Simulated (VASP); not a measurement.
# GaN in VASP: further runs

Aim: see how the results for GaN move with the level of theory and the settings. Levels: PBE, r2SCAN. Tasks: single point.

Everything below comes from runs of VASP 6.6.1. Logs are shortened: lines on timing, memory, paths and dates and some standing lists are left out, and cuts for length are marked.

## (1) The cell of the first run

Symmetry: Imm2, No. 44, orthorhombic system. Conventional cell: a = 3.154 Å, b = 3.207 Å, c = 4.498 Å, α = 90.00°, β = 90.00°, γ = 90.00°. Within 2.6 Å of Ga (site symmetry mm2) lie 4 N at 1.94 to 1.95 Å. N (site symmetry mm2) has 4 Ga at 1.94 to 1.95 Å within 2.6 Å.

## (2) Single point, PBE (shear xy strain -1.6%)

Contents of INCAR:

```
SYSTEM = GaN
ALGO = Normal
EDIFF = 1E-6
ENCUT = 520
GGA = PE
ISIF = 2
ISMEAR = -1
LASPH = .TRUE.
LCHARG = .TRUE.
LELF = .TRUE.
LREAL = .FALSE.
LVHAR = .TRUE.
LWAVE = .FALSE.
NBANDS = 16
NELM = 80
PREC = Accurate
SIGMA = 0.02
```

Contents of KPOINTS:

```
k-points
0
G
  10 10 10
  0 0 0
```

Contents of POSCAR:

```
GaN
1.0
   -0.0184414108      2.2489525415      2.2489525415
    2.2489525415     -0.0184414108      2.2489525415
    2.2305111307      2.2305111307      0.0000000000
Ga N
1 1
Direct
   -0.0011877914     -0.0011877914      0.0011877914
    0.2511877914      0.2511877914      0.2488122086
```

Potentials or basis: VASP PAW PBE potentials, release 64 (Ga_d, N).

On the command line:

```sh
$ cat potpaw_PBE.64/Ga_d/POTCAR potpaw_PBE.64/N/POTCAR > POTCAR
$ mpirun -np 1 vasp_std > vasp.out
```

OUTCAR:

```text
SYSTEM = GaN
   EDIFF = 1E-6
   ENCUT = 520
   GGA = PE
   ISIF = 2
   ISMEAR = -1
   LASPH = .TRUE.
   LREAL = .FALSE.
   NELM = 80
   PREC = Accurate

 ion  position               nearest neighbor table
   1  0.999  0.999  0.001-   2 1.94   2 1.94   2 1.95   2 1.95
   2  0.251  0.251  0.249-   1 1.94   1 1.94   1 1.95   1 1.95

  LATTYP: Found a body centered orthorhombic cell.
 ALAT       =     3.1544190921
 B/A-ratio  =     1.0165355918
 C/A-ratio  =     1.4259059915

  Lattice vectors:

 A1 = (   0.0184414108,  -2.2489525415,  -2.2489525415)
 A2 = (  -0.0184414108,   2.2489525415,  -2.2489525415)
 A3 = (   2.2489525415,  -0.0184414108,   2.2489525415)

Analysis of symmetry for initial positions (statically):
=====================================================================
 Subroutine PRICEL returns:
 Original cell was already a primitive cell.

 Routine SETGRP: Setting up the symmetry group for a
 body centered orthorhombic supercell.

 Subroutine GETGRP returns: Found  4 space group operations
 (whereof  4 operations were pure point group operations)
 out of a pool of  8 trial point group operations.

The static configuration has the point symmetry C_2v.

Analysis of symmetry for dynamics (positions and initial velocities):
=====================================================================
 Subroutine PRICEL returns:
 Original cell was already a primitive cell.

 Routine SETGRP: Setting up the symmetry group for a
 body centered orthorhombic supercell.

 Subroutine GETGRP returns: Found  4 space group operations
 (whereof  4 operations were pure point group operations)
 out of a pool of  8 trial point group operations.

The dynamic configuration has the point symmetry C_2v.

 Subroutine INISYM returns: Found  4 space group operations
 (whereof  4 operations are pure point group operations),
 and found     1 'primitive' translations

----------------------------------------------------------------------------------------

                                     Primitive cell

  volume of cell :      22.7479

  direct lattice vectors                    reciprocal lattice vectors
    -0.018441411  2.248952542  2.248952542    -0.220517480  0.220517480  0.222325723
     2.248952542 -0.018441411  2.248952542     0.220517480 -0.220517480  0.222325723
     2.230511131  2.230511131  0.000000000     0.224163867  0.224163867 -0.222325723

  length of vectors
     3.180552649  3.180552649  3.154419092     0.382994314  0.382994314  0.387204862

  position of ions in fractional coordinates (direct lattice)
     0.998812209  0.998812209  0.001187791
     0.251187791  0.251187791  0.248812209

  ion indices of the primitive-cell ions
   primitive index   ion index
                 1           1
                 2           2

----------------------------------------------------------------------------------------

 KPOINTS: k-points

Automatic generation of k-mesh.
 Grid dimensions read from file:
 generate k-points for:   10   10   10

 Generating k-lattice:

  Cartesian coordinates                     Fractional coordinates (reciprocal lattice)
    -0.022051748  0.022051748  0.022232572     0.100000000  0.000000000  0.000000000
     0.022051748 -0.022051748  0.022232572     0.000000000  0.100000000  0.000000000
     0.022416387  0.022416387 -0.022232572     0.000000000  0.000000000  0.100000000

  Length of vectors
     0.038299431  0.038299431  0.038720486

  Shift w.r.t. Gamma in fractional coordinates (k-lattice)
     0.000000000  0.000000000  0.000000000

 Subroutine IBZKPT returns following result:
 ===========================================

 Found    171 irreducible k-points:

 Following reciprocal coordinates:
            Coordinates               Weight
  0.000000  0.000000  0.000000      1.000000
  0.100000  0.000000  0.000000      4.000000
  0.200000  0.000000  0.000000      4.000000
  0.300000  0.000000  0.000000      4.000000
  0.400000  0.000000  0.000000      4.000000
  0.500000  0.000000  0.000000      2.000000
[... 16 lines left out ...]
  0.300000  0.300000  0.000000      2.000000
  0.400000  0.300000  0.000000      4.000000
 [... further k-points ...]
   k-points           NKPTS =    171   k-points in BZ     NKDIM =    171   number of bands    NBANDS=     16
   number of dos      NEDOS =    301   number of ions     NIONS =      2
   total plane-waves  NPLWV =  13824
   dimension x,y,z NGX =    24 NGY =   24 NGZ =   24
   dimension x,y,z NGXF=    48 NGYF=   48 NGZF=   48
   ions per type =               1   1
   NGX,Y,Z   is equivalent  to a cutoff of  12.54, 12.54, 12.65 a.u.
   NGXF,Y,Z  is equivalent  to a cutoff of  25.09, 25.09, 25.30 a.u.
 SYSTEM =  GaN
   PREC   = accura    normal or accurate (medium, high low for compatibility)
   ISTART =      0    job   : 0-new  1-cont  2-samecut
   ICHARG =      2    charge: 1-file 2-atom 10-const
   ISPIN  =      1    spin polarized calculation?
   LNONCOLLINEAR =      F non collinear calculations
   LSORBIT =      F    spin-orbit coupling
   LASPH  =      T    aspherical Exc in radial PAW
   ENCUT  =  520.0 eV  38.22 Ry    6.18 a.u.   5.91  5.91  5.87*2*pi/ulx,y,z
   NELM   =     80;   NELMIN=  2; NELMDL= -5     # of ELM steps
   EDIFF  = 0.1E-05   stopping-criterion for ELM
   LREAL  =      F    real-space projection
   EDIFFG = 0.1E-04   stopping-criterion for IOM
   NSW    =      0    number of steps for IOM
   IBRION =     -1    ionic relax: 0-MD 1-quasi-New 2-CG
   NFREE  =      0    steps in history (QN), initial steepest desc. (CG)
   ISIF   =      2    stress and relaxation
   ISYM   =      2    0-nonsym 1-usesym 2-fastsym
   POTIM  = 0.5000    time-step for ionic-motion
   TEBEG  =    0.0;   TEEND  =   0.0 temperature during run
   PSTRESS=    0.0 pullay stress
   NELECT =      18.0000    total number of electrons
   NUPDOWN=      -1.0000    fix difference up-down
   EMIN   =  10.00;   EMAX   =-10.00  energy-range for DOS
   EFERMI =   0.00;   METHOD = LEGACY
   ISMEAR =    -1;   SIGMA  =   0.02  broadening in eV -4-tet -1-fermi 0-gaus
   EFERMI_NEDOS =   21; number of points for ismear=-14 and -15
   IALGO  =     38    algorithm
   IMIX   =      4    mixing-type and parameters
     AMIX     =   0.40;   BMIX     =  1.00
     AMIX_MAG =   1.60;   BMIX_MAG =  1.00
  volume/ion in A,a.u.               =      11.37        76.76
  Fermi-wavevector in a.u.,A,eV,Ry     =   1.514207  2.861435 31.195729  2.292821
  Thomas-Fermi vector in A             =   2.623895
   LORBIT       =      0    0 simple, 1 ext, 2 COOP (PROOUT), +10 PAW based schemes
   GGA     = PE    functional components
[... 5 lines left out ...]
 non-spin polarized calculation
  energy-cutoff  :      520.00
  volume of cell :       22.75
 maximum number of plane-waves:       628
   NGX = 11   NGY = 11   NGZ = 11

 number of electron      18.0000006 magnetization

 Free energy of the ion-electron system (eV)
  ---------------------------------------------------
  ext. energy  EPLUGINS =         0.00000000
  ---------------------------------------------------
  free energy    TOTEN  =       -12.13527421 eV

  energy without entropy =      -12.13527421  energy(sigma->0) =      -12.13527421

 E-fermi :   5.8216     XC(G=0): -11.7000

 val. band max:        5.4024039712   @ k =   0.0000   0.0000   0.0000
 cond. band min:       7.1066794570   @ k =   0.0000   0.0000   0.0000
 fundamental gap:      1.7042754858
 Fermi energy:         5.8216012229

 k-point     1 :       0.0000    0.0000    0.0000
  band No.  band energies     occupation
      1     -10.6378      2.00000
      2      -8.1017      2.00000
      3      -8.0996      2.00000
      4      -8.0965      2.00000
      5      -7.7734      2.00000
      6      -7.7733      2.00000
[... 8 lines left out ...]
     15      24.1626      0.00000
     16      24.2633      0.00000

 k-point     2 :       0.1000    0.0000    0.0000
  band No.  band energies     occupation
      1     -10.5277      2.00000
      2      -8.0870      2.00000
      3      -8.0831      2.00000
      4      -8.0624      2.00000
      5      -7.7747      2.00000
      6      -7.7743      2.00000
[... 8 lines left out ...]
     15      23.0373      0.00000
     16      23.0520      0.00000

 k-point     3 :       0.2000    0.0000    0.0000
  band No.  band energies     occupation
      1     -10.2494      2.00000
      2      -8.0562      2.00000
      3      -8.0519      2.00000
      4      -7.9022      2.00000
      5      -7.7734      2.00000
      6      -7.7722      2.00000
[... 8 lines left out ...]
     15      22.1156      0.00000
     16      22.3288      0.00000

 k-point     4 :       0.3000    0.0000    0.0000
  band No.  band energies     occupation
      1      -9.9499      2.00000
      2      -8.0285      2.00000
      3      -8.0239      2.00000
      4      -7.7607      2.00000
      5      -7.7580      2.00000
      6      -7.5131      2.00000
[... 8 lines left out ...]
     15      22.5371      0.00000
     16      22.8462      0.00000

 k-point     5 :       0.4000    0.0000    0.0000
  band No.  band energies     occupation
      1      -9.7669      2.00000
      2      -8.0162      2.00000
      3      -8.0114      2.00000
      4      -7.7393      2.00000
      5      -7.7356      2.00000
      6      -6.9149      2.00000
[... 8 lines left out ...]
     15      23.8884      0.00000
     16      24.2559      0.00000

 k-point     6 :       0.5000    0.0000    0.0000
  band No.  band energies     occupation
      1      -9.7131      2.00000
      2      -8.0138      2.00000
      3      -8.0089      2.00000
      4      -7.7286      2.00000
      5      -7.7245      2.00000
      6      -6.5597      2.00000
[... 8 lines left out ...]
     15      24.8704      0.00000
     16      25.2611      0.00000
[... 267 lines left out ...]
 k-point    21 :      -0.3000    0.2000    0.0000
  band No.  band energies     occupation
      1      -9.6986      2.00000
      2      -8.0030      2.00000
      3      -7.9568      2.00000
      4      -7.7792      2.00000
      5      -7.7769      2.00000
      6      -6.7930      2.00000
[... 8 lines left out ...]
     15      22.6262      0.00000
     16      26.0352      0.00000

 k-point    22 :      -0.2000    0.2000    0.0000
  band No.  band energies     occupation
      1      -9.8604      2.00000
      2      -8.0116      2.00000
      3      -7.9937      2.00000
      4      -7.7924      2.00000
      5      -7.7884      2.00000
      6      -7.3441      2.00000
[... 8 lines left out ...]
     15      22.7514      0.00000
     16      26.0524      0.00000

 k-point    23 :       0.3000    0.3000    0.0000
  band No.  band energies     occupation
      1      -9.7636      2.00000
      2      -7.9502      2.00000
      3      -7.9081      2.00000
      4      -7.9038      2.00000
      5      -7.7222      2.00000
      6      -7.3141      2.00000
[... 8 lines left out ...]
     15      27.4499      0.00000
     16      27.9161      0.00000

 k-point    24 :       0.4000    0.3000    0.0000
  band No.  band energies     occupation
      1      -9.6439      2.00000
      2      -7.9691      2.00000
      3      -7.8735      2.00000
      4      -7.8675      2.00000
      5      -7.7119      2.00000
      6      -6.8611      2.00000
[... 8 lines left out ...]
     15      27.7481      0.00000
     16      27.8953      0.00000

 [... further k-points ...]
[... 5 lines left out ...]
  --------------------------------------------------------------------------------------
  -------------------------------------------------------------------------------------
  Total        0.8948630      0.8948630      0.8911301      0.3610962      0.0000000     -0.0000000
  in kB       63.0268322     63.0268322     62.7639134     25.4326594      0.0000000     -0.0000000
  external PRESSURE =      62.9391926 kB  Pullay stress =       0.0000000 kB

 VOLUME and BASIS-vectors are now :
 -----------------------------------------------------------------------------
  energy-cutoff  :      520.00
  volume of cell :       22.75
      direct lattice vectors                 reciprocal lattice vectors
    -0.018441411  2.248952542  2.248952542    -0.220517480  0.220517480  0.222325723
     2.248952542 -0.018441411  2.248952542     0.220517480 -0.220517480  0.222325723
     2.230511131  2.230511131  0.000000000     0.224163867  0.224163867 -0.222325723

 POSITION                                       TOTAL-FORCE (eV/Angst)
 -----------------------------------------------------------------------------------
      2.23051      2.23051      4.49256         0.000000      0.000000     -0.011140
      1.11526      1.11526      1.12982        -0.000000     -0.000000      0.011140
 -----------------------------------------------------------------------------------
    total drift:                                0.000003      0.000003     -0.000076

  FREE ENERGIE OF THE ION-ELECTRON SYSTEM (eV)
  ---------------------------------------------------
  free  energy   TOTEN  =       -12.1352742082 eV

  energy  without entropy=      -12.1352742082  energy(sigma->0) =      -12.13527421
```

It took 46 s on 1 thread of Intel Xeon Platinum 8259CL at 2.50GHz (Skylake/Cascade Lake), shared host; peak memory 0.18 GiB.

Results:

```
Free energy            : -12.1353 eV
Pressure               : 6.3 GPa
Largest force          : 0.011 eV/Å
Band gap on the k mesh : 1.70 eV, direct
```

Forces on the atoms (eV/Å):
```
Ga   0.000  0.000 -0.011
N    0.000  0.000  0.011
```

Stress tensor (GPa, compression positive):
```
6.30 2.54 0.00
2.54 6.30 0.00
0.00 0.00 6.28
```

Caveat: the cell differs from its parent crystal (shear xy strain -1.6%).

(Continued in part 2 of 2.)
